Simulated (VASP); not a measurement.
# CdF2 (P6_3/mmc) in VASP: notebook

The runs below take CdF2 through single point, with PBE.

All numbers are computed with VASP 6.6.1; they aren't measurements. Logs are shortened: lines on timing, memory, paths and dates and some standing lists are left out, and cuts for length are marked.

**1. The cell of the first run**

Symmetry: P6_3/mmc, No. 194, hexagonal system. Conventional cell: a = 2.751 Å, b = 2.751 Å, c = 10.701 Å, α = 90.00°, β = 90.00°, γ = 120.00°. Within 2.8 Å of Cd (site symmetry -6m2) lie 6 F at 2.06 Å and 6 Cd at 2.75 Å. F (site symmetry 3m) has 3 Cd at 2.06 Å and 7 F at 2.62 to 2.75 Å within 2.8 Å.

**2. Single point, PBE**

File INCAR:

```
PREC = Accurate
ENCUT = 520
EDIFF = 1E-6
ISMEAR = 0
SIGMA = 0.1
LREAL = False
LASPH = True
NELM = 100
ALGO = Normal
ISIF = 2
LWAVE = False
LCHARG = False
GGA = PE
NBANDS = 35
```

File KPOINTS:

```
Automatic mesh
0
Gamma
  6 6 2
```

File POSCAR:

```
CdF2
1.0
    2.7512856000      0.0000000000      0.0000000000
   -1.3756428000      2.3826832227      0.0000000000
    0.0000000000      0.0000000000     10.7013727657
Cd F
2 4
Direct
    0.3333333333      0.6666666667      0.2500000000
    0.6666666667      0.3333333333      0.7500000000
    0.3333333333      0.6666666667      0.6275000000
    0.6666666667      0.3333333333      0.1275000000
    0.3333333333      0.6666666667      0.8725000000
    0.6666666667      0.3333333333      0.3725000000
```

Potentials or basis: VASP PAW PBE potentials, release 64 (Cd, F).

On the command line:

```console
> cat potpaw_PBE.64/Cd/POTCAR potpaw_PBE.64/F/POTCAR > POTCAR
> mpirun -np 1 vasp_std > vasp.out
```

OUTCAR:

```text
PREC = Accurate
   ENCUT = 520
   EDIFF = 1E-6
   ISMEAR = 0
   LREAL = False
   LASPH = True
   NELM = 100
   ISIF = 2
   GGA = PE

 ion  position               nearest neighbor table
   1  0.333  0.667  0.250-   4 2.06   6 2.06   4 2.06   6 2.06   4 2.06   6 2.06
   2  0.667  0.333  0.750-   3 2.06   5 2.06   3 2.06   5 2.06   3 2.06   5 2.06
   3  0.333  0.667  0.627-   2 2.06   2 2.06   2 2.06
   4  0.667  0.333  0.127-   1 2.06   1 2.06   1 2.06
   5  0.333  0.667  0.873-   2 2.06   2 2.06   2 2.06
   6  0.667  0.333  0.373-   1 2.06   1 2.06   1 2.06

  LATTYP: Found a hexagonal cell.
 ALAT       =     2.7512856000
 C/A-ratio  =     3.8895899305

  Lattice vectors:

 A1 = (   2.7512856000,   0.0000000000,   0.0000000000)
 A2 = (  -1.3756428000,   2.3826832227,   0.0000000000)
 A3 = (   0.0000000000,   0.0000000000,  10.7013727657)

Analysis of symmetry for initial positions (statically):
=====================================================================
 Subroutine PRICEL returns:
 Original cell was already a primitive cell.

 Routine SETGRP: Setting up the symmetry group for a
 hexagonal supercell.

 Subroutine GETGRP returns: Found 24 space group operations
 (whereof 12 operations were pure point group operations)
 out of a pool of 24 trial point group operations.

The static configuration has the point symmetry D_3d.
 The point group associated with its full space group is D_6h.

Analysis of symmetry for dynamics (positions and initial velocities):
=====================================================================
 Subroutine PRICEL returns:
 Original cell was already a primitive cell.

 Routine SETGRP: Setting up the symmetry group for a
 hexagonal supercell.

 Subroutine GETGRP returns: Found 24 space group operations
 (whereof 12 operations were pure point group operations)
 out of a pool of 24 trial point group operations.

The dynamic configuration has the point symmetry D_3d.
 The point group associated with its full space group is D_6h.

 Subroutine INISYM returns: Found 24 space group operations
 (whereof 12 operations are pure point group operations),
 and found     1 'primitive' translations

----------------------------------------------------------------------------------------

                                     Primitive cell

  volume of cell :      70.1522

  direct lattice vectors                    reciprocal lattice vectors
     2.751285600  0.000000000  0.000000000     0.363466446  0.209847451  0.000000000
    -1.375642800  2.382683223  0.000000000     0.000000000  0.419694901  0.000000000
     0.000000000  0.000000000 10.701372766     0.000000000  0.000000000  0.093445955

  length of vectors
     2.751285600  2.751285600 10.701372766     0.419694901  0.419694901  0.093445955

  position of ions in fractional coordinates (direct lattice)
     0.333333333  0.666666667  0.250000000
     0.666666667  0.333333333  0.750000000
     0.333333333  0.666666667  0.627500000
     0.666666667  0.333333333  0.127500000
     0.333333333  0.666666667  0.872500000
     0.666666667  0.333333333  0.372500000

  ion indices of the primitive-cell ions
   primitive index   ion index
                 1           1
                 2           2
                 3           3
                 4           4
                 5           5
                 6           6

----------------------------------------------------------------------------------------

 KPOINTS: Automatic mesh

Automatic generation of k-mesh.
 Grid dimensions read from file:
 generate k-points for:    6    6    2

 Generating k-lattice:

  Cartesian coordinates                     Fractional coordinates (reciprocal lattice)
     0.060577741  0.034974575  0.000000000     0.166666667  0.000000000  0.000000000
     0.000000000  0.069949150  0.000000000     0.000000000  0.166666667  0.000000000
     0.000000000  0.000000000  0.046722978     0.000000000  0.000000000  0.500000000

  Length of vectors
     0.069949150  0.069949150  0.046722978

  Shift w.r.t. Gamma in fractional coordinates (k-lattice)
     0.000000000  0.000000000  0.000000000

 Subroutine IBZKPT returns following result:
 ===========================================

 Found     14 irreducible k-points:

 Following reciprocal coordinates:
            Coordinates               Weight
  0.000000  0.000000  0.000000      1.000000
  0.166667  0.000000  0.000000      6.000000
  0.333333 -0.000000  0.000000      6.000000
  0.500000 -0.000000  0.000000      3.000000
  0.166667  0.166667  0.000000      6.000000
  0.333333  0.166667  0.000000     12.000000
  0.333333  0.333333  0.000000      2.000000
  0.000000  0.000000  0.500000      1.000000
  0.166667  0.000000  0.500000      6.000000
  0.333333 -0.000000  0.500000      6.000000
  0.500000 -0.000000  0.500000      3.000000
  0.166667  0.166667  0.500000      6.000000
  0.333333  0.166667  0.500000     12.000000
  0.333333  0.333333  0.500000      2.000000
   k-points           NKPTS =     14   k-points in BZ     NKDIM =     14   number of bands    NBANDS=     35
   number of dos      NEDOS =    301   number of ions     NIONS =      6
   total plane-waves  NPLWV =  32000
   dimension x,y,z NGX =    20 NGY =   20 NGZ =   80
   dimension x,y,z NGXF=    40 NGYF=   40 NGZF=  160
   ions per type =               2   4
   NGX,Y,Z   is equivalent  to a cutoff of  12.08, 12.08, 12.43 a.u.
   NGXF,Y,Z  is equivalent  to a cutoff of  24.17, 24.17, 24.86 a.u.
 SYSTEM =  unknown system
   PREC   = accura    normal or accurate (medium, high low for compatibility)
   ISTART =      0    job   : 0-new  1-cont  2-samecut
   ICHARG =      2    charge: 1-file 2-atom 10-const
   ISPIN  =      1    spin polarized calculation?
   LNONCOLLINEAR =      F non collinear calculations
   LSORBIT =      F    spin-orbit coupling
   LASPH  =      T    aspherical Exc in radial PAW
   ENCUT  =  520.0 eV  38.22 Ry    6.18 a.u.   5.12  5.12 19.90*2*pi/ulx,y,z
   NELM   =    100;   NELMIN=  2; NELMDL= -5     # of ELM steps
   EDIFF  = 0.1E-05   stopping-criterion for ELM
   LREAL  =      F    real-space projection
   EDIFFG = 0.1E-04   stopping-criterion for IOM
   NSW    =      0    number of steps for IOM
   IBRION =     -1    ionic relax: 0-MD 1-quasi-New 2-CG
   NFREE  =      0    steps in history (QN), initial steepest desc. (CG)
   ISIF   =      2    stress and relaxation
   ISYM   =      2    0-nonsym 1-usesym 2-fastsym
   POTIM  = 0.5000    time-step for ionic-motion
   TEBEG  =    0.0;   TEEND  =   0.0 temperature during run
   PSTRESS=    0.0 pullay stress
   NELECT =      52.0000    total number of electrons
   NUPDOWN=      -1.0000    fix difference up-down
   EMIN   =  10.00;   EMAX   =-10.00  energy-range for DOS
   EFERMI =   0.00;   METHOD = LEGACY
   ISMEAR =     0;   SIGMA  =   0.10  broadening in eV -4-tet -1-fermi 0-gaus
   EFERMI_NEDOS =   21; number of points for ismear=-14 and -15
   IALGO  =     38    algorithm
   IMIX   =      4    mixing-type and parameters
     AMIX     =   0.40;   BMIX     =  1.00
     AMIX_MAG =   1.60;   BMIX_MAG =  1.00
  volume/ion in A,a.u.               =      11.69        78.90
  Fermi-wavevector in a.u.,A,eV,Ry     =   1.481593  2.799804 29.866373  2.195117
  Thomas-Fermi vector in A             =   2.595484
   LORBIT       =      0    0 simple, 1 ext, 2 COOP (PROOUT), +10 PAW based schemes
   GGA     = PE    functional components
   LHFCALC =     F    Hartree Fock is set to
   AEXX    =    0.0000 exact exchange contribution
   IVDW    =     0    specifies the selected vdW correction
   LEPSILON=     F    determine dielectric tensor
   LRPA    =     F    only Hartree local field effects (RPA)
 non-spin polarized calculation
 Gauss-broadening in eV      SIGMA  =   0.10
  energy-cutoff  :      520.00
  volume of cell :       70.15
 maximum number of plane-waves:      1904
   NGX = 11   NGY = 11   NGZ = 39

 number of electron      52.0000022 magnetization

 Free energy of the ion-electron system (eV)
  ---------------------------------------------------
  ext. energy  EPLUGINS =         0.00000000
  ---------------------------------------------------
  free energy    TOTEN  =       -14.96963840 eV

  energy without entropy =      -14.96963840  energy(sigma->0) =      -14.96963840

 E-fermi :  -0.2633     XC(G=0): -10.7734

 val. band max:       -0.7797306701   @ k =   0.5000  -0.0000   0.0000
 cond. band min:       2.4284066486   @ k =   0.0000   0.0000   0.0000
 fundamental gap:      3.2081373188
 Fermi energy:        -0.2633191267

 k-point     1 :       0.0000    0.0000    0.0000
  band No.  band energies     occupation
      1     -22.8571      2.00000
      2     -22.7897      2.00000
      3     -22.2335      2.00000
      4     -22.1560      2.00000
      5      -8.6651      2.00000
      6      -8.5374      2.00000
[... 27 lines left out ...]
     34      19.3838      0.00000
     35      21.8879      0.00000

 k-point     2 :       0.1667    0.0000    0.0000
  band No.  band energies     occupation
      1     -22.6842      2.00000
      2     -22.6246      2.00000
      3     -22.1648      2.00000
      4     -22.0972      2.00000
      5      -8.3204      2.00000
      6      -8.2133      2.00000
[... 27 lines left out ...]
     34      17.7244      0.00000
     35      17.9158      0.00000

 k-point     3 :       0.3333   -0.0000    0.0000
  band No.  band energies     occupation
      1     -22.3297      2.00000
      2     -22.2909      2.00000
      3     -22.0197      2.00000
      4     -21.9776      2.00000
      5      -8.5536      2.00000
      6      -8.4966      2.00000
[... 27 lines left out ...]
     34      16.5555      0.00000
     35      17.6792      0.00000
[... 343 lines left out ...]
 k-point    13 :       0.3333    0.1667    0.5000
  band No.  band energies     occupation
      1     -22.1387      2.00000
      2     -22.1387      2.00000
      3     -21.9260      2.00000
      4     -21.9260      2.00000
      5      -8.1738      2.00000
      6      -8.1738      2.00000
[... 27 lines left out ...]
     34      15.6109      0.00000
     35      16.0280      0.00000

 k-point    14 :       0.3333    0.3333    0.5000
  band No.  band energies     occupation
      1     -22.0535      2.00000
      2     -22.0535      2.00000
      3     -21.8876      2.00000
      4     -21.8876      2.00000
      5      -8.2139      2.00000
      6      -8.2139      2.00000
[... 27 lines left out ...]
     34      15.4999      0.00000
     35      15.8693      0.00000

------------------------ aborting loop because EDIFF is reached ----------------------------------------

  FORCE on cell =-STRESS in cart. coord.  units (eV):
  Direction    XX          YY          ZZ          XY          YZ          ZX
  --------------------------------------------------------------------------------------
  -------------------------------------------------------------------------------------
  Total       31.6909509     31.6909509     20.1107533      0.0000000     -0.0000000     -0.0000000
  in kB      723.7763340    723.7763341    459.3010600      0.0000000     -0.0000000     -0.0000000
  external PRESSURE =     635.6179094 kB  Pullay stress =       0.0000000 kB

 VOLUME and BASIS-vectors are now :
 -----------------------------------------------------------------------------
  energy-cutoff  :      520.00
  volume of cell :       70.15
      direct lattice vectors                 reciprocal lattice vectors
     2.751285600  0.000000000  0.000000000     0.363466446  0.209847451  0.000000000
    -1.375642800  2.382683223  0.000000000     0.000000000  0.419694901  0.000000000
     0.000000000  0.000000000 10.701372766     0.000000000  0.000000000  0.093445955

 POSITION                                       TOTAL-FORCE (eV/Angst)
 -----------------------------------------------------------------------------------
     -0.00000      1.58846      2.67534         0.000000      0.000000      0.000000
      1.37564      0.79423      8.02603        -0.000000      0.000000      0.000000
     -0.00000      1.58846      6.71511        -0.000000      0.000000     -3.760495
      1.37564      0.79423      1.36443         0.000000      0.000000     -3.760495
     -0.00000      1.58846      9.33695        -0.000000     -0.000000      3.760495
      1.37564      0.79423      3.98626         0.000000      0.000000      3.760495
 -----------------------------------------------------------------------------------
    total drift:                               -0.000000      0.000000     -0.000000

  FREE ENERGIE OF THE ION-ELECTRON SYSTEM (eV)
  ---------------------------------------------------
  free  energy   TOTEN  =       -14.9696383970 eV

  energy  without entropy=      -14.9696383970  energy(sigma->0) =      -14.96963840
```

Run time: 17 s. Hardware: 1 thread of Intel Xeon 6975P-C (Granite Rapids), shared host; peak memory 0.18 GiB.

What came out:

```yaml
Free_energy: -14.9696 eV
Pressure: 63.6 GPa
Largest_force: 3.760 eV/Å
Band_gap_on_the_k_mesh: 3.21 eV (least direct gap 3.80 eV)
```

Forces on the atoms (eV/Å):
```
Cd   0.000  0.000  0.000
Cd   0.000  0.000  0.000
F    0.000  0.000 -3.760
F    0.000  0.000 -3.760
F    0.000  0.000  3.760
F    0.000  0.000  3.760
```

Caveat: the k points lie up to 0.44 Å⁻¹ apart; forces of over 1 eV/Å act on the atoms, so gaps and moduli don't describe the material at rest. A k mesh can miss the band edges.

[end of part 1 of 2]
